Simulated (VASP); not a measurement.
Be2ZnSO3: single point with PBE

Be2ZnSO3:

```xyz
7
Lattice="2.6438 -3.3499 -0.0240 2.6438 3.3499 -0.0240 -1.3636 0.0000 5.5374" Properties=species:S:1:pos:R:3 pbc="T T T"
Be    0.3859   -1.3594    3.0223
Be    0.3859    1.3594    3.0223
Zn    2.2943    0.0000    4.8437
S     3.7336    0.0000    1.5664
O     1.7635   -1.4695    3.7145
O     1.7635    1.4695    3.7145
O     0.0818    0.0000    2.1220
```

* Program: VASP 6.6.1
* Task: single point
* Functional: PBE
* Potentials or basis: VASP PAW PBE potentials, release 64 (Be, Zn, S, O)
* Cutoff: 520 eV
* k mesh: 6 × 6 × 4
* Occupations: gaussian, width 0.02 eV
* Spin: no spin polarisation
* Dipole correction: no
* Further INCAR settings: ALGO = Normal; EDIFF = 1e-07; NBANDS = 29

| Quantity | Value |
| --- | --- |
| Pressure | 0.2 GPa |
| Largest force | 0.102 eV/Å |
| Band gap on the k mesh | 2.53 eV (least direct gap 2.73 eV) |

Forces in eV/Å, atoms in the order of the input:
```
Be   0.008  0.007  0.006
Be   0.008 -0.007  0.006
Zn   0.040  0.000  0.093
S    0.069  0.000  0.019
O   -0.022 -0.063 -0.052
O   -0.022  0.063 -0.052
O   -0.082  0.000 -0.019
```

Stress tensor (GPa, compression positive):
```
-0.06  0.00  0.04
 0.00  0.35  0.00
 0.04  0.00  0.19
```

Levels at points of the mesh, in eV from the valence-band top:
```
           k point  band 16  band 17  band 18  band 19  band 20  band 21  band 22  band 23  band 24  band 25
(0.00, 0.00, 0.00)    -2.35    -2.05    -1.44    -0.37    -0.33     2.74     4.09     5.87     6.75     7.40
(0.50, 0.00, 0.00)    -2.24    -2.18    -1.56    -0.62    -0.18     2.94     4.37     6.27     7.03     8.20
(0.50, 0.50, 0.00)    -2.32    -2.03    -0.78    -0.75    -0.45     3.35     5.21     7.39     7.40     8.29
(0.00, 0.00, 0.50)    -2.17    -1.73    -1.40    -1.32    -0.90     3.69     4.85     6.19     6.61     7.53
(0.50, 0.00, 0.50)    -2.54    -1.84    -1.07    -0.67    -0.26     3.16     5.22     5.55     6.96     7.88
(0.50, 0.50, 0.50)    -2.23    -1.71    -0.80    -0.71    -0.06     3.53     5.07     5.89     6.78     7.61
```

Run time: 85 s on 1 thread of AMD EPYC 9R45 96-Core Processor (Zen 5) (shared host), peak memory 0.25 GiB.

A k mesh can miss the band edges.
